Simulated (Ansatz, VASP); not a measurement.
## Cr in VASP and in Ansatz

The input INCAR:

```
SYSTEM = Cr
PREC = Accurate
ENCUT = 520
EDIFF = 1E-6
ISMEAR = -1
SIGMA = 0.08
LREAL = .False.
LASPH = .True.
NELM = 100
ALGO = Normal
ISIF = 2
LWAVE = .False.
LCHARG = .False.
GGA = PE
NBANDS = 12
```

The input KPOINTS:

```
Automatic mesh
0
Gamma
  21 21 21
  0 0 0
```

POSCAR

```
Cr
1.0
   -1.3491414698      1.3491414698      1.3491414698
    1.3491414698     -1.3491414698      1.3491414698
    1.3491414698      1.3491414698     -1.3491414698
Cr
1
Direct
    0.0000000000      0.0000000000      0.0000000000
```

Input for Ansatz:

```yaml
crystal:
  lattice:
    - [-1.3491414698, 1.3491414698, 1.3491414698]
    - [1.3491414698, -1.3491414698, 1.3491414698]
    - [1.3491414698, 1.3491414698, -1.3491414698]
  atoms:
    - { symbol: Cr, position: [0.0, 0.0, 0.0] }
kpoints:
  mp_grid: { grid: [21, 21, 21] }
scf:
  occupations: { method: fermi_dirac, width: 0.08 }
hamiltonian:
  xc: pbe
  pseudopotentials: { kind: paw }
output:
  forces: true
  stress: true
  eigenvalues: true
  populations: true
```

Change from the starting cell: volume scaled by 0.85, PAW files.

Alike in both runs: task single point; functional PBE; k mesh 21 × 21 × 21; occupations fermi-dirac, width 0.08 eV; no spin polarisation.

|  | VASP | Ansatz |
| --- | --- | --- |
| version | VASP 6.6.1 | Ansatz 0.2.0 |
| potentials or method | VASP PAW PBE potentials, release 64 (Cr_pv) | PAW with Ansatz's default frozen-core files, scalar-relativistic |
| plane-wave cutoff (eV) | 520 | 420 |
| valence electrons in the cell | 12 | 14 |

VASP gave:

| Item | Value |
| --- | --- |
| pressure (GPa) | 58.3 |

Q: Estimate Ansatz's values.

A: Pressure (GPa): 58.6.

Both programs put the cell under a high pressure, so it lies far from rest at this level. VASP's potentials hold 12 valence electrons a cell and Ansatz's 14, so a difference there can come from the potentials and not from the codes.
